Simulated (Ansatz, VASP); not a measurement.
## One calculation of Bi, two programs

```
CELL_PARAMETERS angstrom
2.28794 1.32711 4.04705
-2.29778 1.32750 4.05258
-0.00458 -2.64385 4.04624
ATOMIC_POSITIONS crystal
Bi 0.23172 0.24143 0.24139
Bi 0.76366 0.77623 0.77292
```

Alike in both runs: functional PBE; k mesh 9 × 9 × 9; occupations fermi-dirac, width 0.05 eV; no spin polarisation.

Ansatz relaxed the structure, and its values are those at the end. VASP's run is a single point on that final structure, the one shown.

|  | VASP | Ansatz |
| --- | --- | --- |
| version | VASP 6.6.1 | Ansatz 0.2.0 |
| potentials or method | VASP PAW PBE potentials, release 64 (Bi_d) | PAW with Ansatz's default frozen-core files, scalar-relativistic |
| plane-wave cutoff (eV) | 520 | 420 |
| valence electrons in the cell | 30 | 30 |

|  | VASP | Ansatz | Ansatz less VASP |
| --- | --- | --- | --- |
| pressure (GPa) | -0.1 | 0.0 | +0.05 |
| rms of the force components (eV/Å) | 0.005 | 0.001 | -0.0041 |

The functional is the same, so the differences come from potentials, cutoffs and numerics.

Spin-orbit coupling is off throughout.
